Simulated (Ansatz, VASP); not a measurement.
**NbP in VASP and in Ansatz**

```
Nb P
1.0
     3.31629    0.00000    0.00000
    -1.65814    2.87199    0.00000
     0.00000    0.00000    6.71640
Nb P
2 2
Direct
  0.00000 0.00000 0.00000
  0.00000 0.00000 0.50000
  0.33333 0.66667 0.25000
  0.66667 0.33333 0.75000
```

Alike in both runs: task single point; functional LDA; k mesh 10 × 10 × 8; occupations gaussian, width 0.05 eV; no spin polarisation.

|  | VASP | Ansatz |
| --- | --- | --- |
| version | VASP 6.6.1 | Ansatz 0.2.0 |
| potentials or method | VASP PAW LDA potentials, release 64 (Nb_sv, P), cutoff 500 eV | scalar-relativistic, plane waves, PAW |
| valence electrons in the cell | 36 | 36 |

|  | VASP | Ansatz | Ansatz less VASP |
| --- | --- | --- | --- |
| gap on the k mesh at the Fermi level (eV) | none | none | - |
| pressure (GPa) | -8.5 | -8.4 | +0.15 |
| traceless stress, the component that is largest in VASP (GPa) | -0.81 | -0.81 | -0.002 |

LDA's correlation is that of Perdew and Zunger in VASP and of Perdew and Wang (1992) in Ansatz. A gap of «none» marks a metal or a gap that the smearing closes.
